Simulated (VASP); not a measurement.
Wanted: the native input for a VASP 6.6.1 run.

* Task: single point
* Functional: r2SCAN
* Potentials or basis: VASP PAW PBE potentials, release 64 (Zr_sv, Rh_pv)
* Cutoff: 520 eV
* k mesh: 12 × 12 × 12
* Occupations: gaussian, width 0.1 eV
* Spin: no spin polarisation
* Dipole correction: no
* Further INCAR settings: ALGO = Normal; EDIFF = 1e-07; NBANDS = 36

Crystal: ZrRh3.

```
CELL_PARAMETERS angstrom
3.96860 0.00000 0.00000
0.00000 3.96860 0.00000
0.00000 0.00000 3.96860
ATOMIC_POSITIONS crystal
Zr 0.00000 0.00000 0.00000
Rh 0.00000 0.50000 0.50000
Rh 0.50000 0.00000 0.50000
Rh 0.50000 0.50000 0.00000
```

This cell differs from its parent crystal: volume scaled by 1.03.

The input as run:

POSCAR

```
ZrRh3
1.0
    3.9685986840      0.0000000000      0.0000000000
    0.0000000000      3.9685986840      0.0000000000
    0.0000000000      0.0000000000      3.9685986840
Zr Rh
1 3
Direct
    0.0000000000      0.0000000000      0.0000000000
    0.0000000000      0.5000000000      0.5000000000
    0.5000000000      0.0000000000      0.5000000000
    0.5000000000      0.5000000000      0.0000000000
```

INCAR.step1

```
PREC = Accurate ; ENCUT = 520
ISMEAR = 0 ; SIGMA = 0.1
LREAL = F ; LASPH = T
NELM = 100 ; NBANDS = 36
GGA = PE ; ALGO = Normal
EDIFF = 1E-4 ; LWAVE = T
LCHARG = F
```

INCAR.step2

```
PREC = Accurate ; ENCUT = 520
EDIFF = 1E-7 ; ISMEAR = 0
SIGMA = 0.1 ; LREAL = F
LASPH = T ; NELM = 100
ALGO = Normal ; ISIF = 2
LWAVE = F ; LCHARG = F
METAGGA = R2SCAN ; LMIXTAU = T
NBANDS = 36 ; ISTART = 1
```

KPOINTS

```
regular mesh
0
Gamma
  12 12 12
```

Potentials or basis: VASP PAW PBE potentials, release 64 (Zr_sv, Rh_pv).

Launch:

```sh
$ cat potpaw_PBE.64/Zr_sv/POTCAR potpaw_PBE.64/Rh_pv/POTCAR > POTCAR
$ cp INCAR.step1 INCAR
$ mpirun -np 1 vasp_std > vasp.out
$ cp INCAR.step2 INCAR
$ mpirun -np 1 vasp_std > vasp.out
```

It gave:

The pressure is -5.8 GPa.

Caveat: the PAW data sets were made with another functional, which shifts forces and pressure a little.

Run time: 13 min on 1 thread of Oxide Virtual Turin-like Processor (shared host), peak memory 0.25 GiB.
